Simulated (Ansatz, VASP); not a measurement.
# One calculation of Mg, two programs

```
CELL_PARAMETERS angstrom
-1.70364 1.70364 1.70364
1.70364 -1.70364 1.70364
1.70364 1.70364 -1.70364
ATOMIC_POSITIONS crystal
Mg 0.00000 0.00000 0.00000
```

Alike in both runs: task single point; functional PBEsol; k mesh 14 × 14 × 14; occupations fermi-dirac, width 0.1 eV; no spin polarisation.

|  | VASP | Ansatz |
| --- | --- | --- |
| version | VASP 6.6.1 | Ansatz 0.2.0 |
| potentials or method | VASP PAW PBE potentials, release 64 (Mg), cutoff 520 eV | plane waves (420 eV) with PAW, scalar-relativistic |
| valence electrons in the cell | 2 | 10 |

```tsv
	VASP	Ansatz	Ansatz less VASP
pressure (GPa)	6.1	6.1	-0.02
```

VASP's potentials were made for PBE, not for PBEsol, and Ansatz warns of the same on its side. VASP's potentials hold 2 valence electrons a cell and Ansatz's 10, so a difference there can come from the potentials and not from the codes.
